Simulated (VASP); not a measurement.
BN, 2 atoms in the cell. Symmetry: R3m, No. 160, trigonal system. The conventional cell has a = 2.702 Å, b = 2.702 Å, c = 9.309 Å, α = 90.00°, β = 90.00°, γ = 120.00°. B (site symmetry 3m) has 3 N at 1.56 Å within 2.1 Å. N (site symmetry 3m) has 3 B at 1.56 Å within 2.1 Å.  This cell differs from its parent crystal: strain +0.080 along x and y, -0.080 along z.

```yaml
Program: VASP 6.6.1
Task: single point
Functional: LDA
Potentials_or_basis: VASP PAW LDA potentials, release 64 (B, N)
Cutoff: 600 eV
k_mesh: 12 × 12 × 12
Occupations: gaussian, width 0.05 eV
Spin: no spin polarisation
Dipole_correction: no
Further_INCAR_settings: ALGO = Normal; EDIFF = 1e-06; NBANDS = 11
```

Potentials or basis: VASP PAW LDA potentials, release 64 (B, N).

Launch:

```sh
$ cat potpaw_LDA.64/B/POTCAR potpaw_LDA.64/N/POTCAR > POTCAR
$ mpirun -np 1 vasp_std > vasp.out
```

Hardware: 1 thread of Intel Xeon 8259CL (shared host).

Question: How long does it take, and how much memory?

Answer: It took 88 s on 1 thread of Intel Xeon 8259CL, on a shared host, peak memory 0.17 GiB. Counts: scf iterations 11, k points 189.
